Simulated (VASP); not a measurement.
## Ir: single point with LDA

Ir:

```
Ir
1.0
     2.75832    0.00000    0.00000
    -1.37916    2.38878    0.00000
     0.00000    0.00000    4.47230
Ir
2
Direct
  0.66667 0.33333 0.75000
  0.33333 0.66667 0.25000
```

This isn't the form of Ir at room conditions, which is fcc.

```
Program             : VASP 6.6.1
Task                : single point
Functional          : LDA
Potentials or basis : VASP PAW LDA potentials, release 64 (Ir)
Cutoff              : 520 eV
k mesh              : 21 × 21 × 12
Occupations         : gaussian, width 0.15 eV
Spin                : collinear spin
Starting moments    : [0.1, 0.1] μB
Fixed moment        : 0.2 μB
```

* Pressure: -18.1 GPa
* Net moment: 0.20 μB per cell
* Site moments: Ir +0.10 μB
* Valence electrons inside the program's atomic spheres: Ir 8.28

Stress tensor (GPa, compression positive):
```
-17.99   0.00   0.00
  0.00 -17.99   0.00
  0.00   0.00 -18.23
```

Wall time 8.1 min on 1 thread of Intel Xeon 8259CL, on a shared host, peak memory 0.37 GiB.

Caveat: the cell stands under tension; the total moment is fixed, so each spin has its own Fermi level.
